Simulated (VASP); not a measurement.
Set up this calculation in VASP 6.6.1, as the native input.

| Quantity | Value |
| --- | --- |
| Task | single point |
| Functional | LDA |
| Potentials or basis | VASP PAW LDA potentials, release 64 (Ta_pv) |
| Cutoff | 520 eV |
| k mesh | 16 × 16 × 16 |
| Occupations | gaussian, width 0.1 eV |
| Spin | no spin polarisation |
| Dipole correction | no |
| Further INCAR settings | ALGO = Normal; EDIFF = 1e-07; NBANDS = 12 |

The structure of Ta lies in POSCAR:

```
Ta
1.0
   -1.6263503647      1.6263503647      1.6263503647
    1.6263503647     -1.6263503647      1.6263503647
    1.6263503647      1.6263503647     -1.6263503647
Ta
1
Direct
    0.0000000000      0.0000000000      0.0000000000
```

These files were run (other wordings do the same):

INCAR

```
ALGO = Normal
EDIFF = 1E-7
ENCUT = 520
GGA = CA
ISIF = 2
ISMEAR = 0
LASPH = True
LCHARG = False
LREAL = False
LWAVE = False
NBANDS = 12
NELM = 100
PREC = Accurate
SIGMA = 0.1
```

KPOINTS

```
k-points
0
Gamma
  16 16 16
```

Potentials or basis: VASP PAW LDA potentials, release 64 (Ta_pv).

Command:

```console
$ cat potpaw_LDA.64/Ta_pv/POTCAR > POTCAR
$ mpirun -np 1 vasp_std > vasp.out
```

Results of the run:

| Quantity | Value |
| --- | --- |
| Pressure | 0.8 GPa |

Wall time 8.5 s on 1 thread of Intel(R) Xeon(R) 6975P-C (Granite Rapids), on a shared host, peak memory 0.15 GiB.
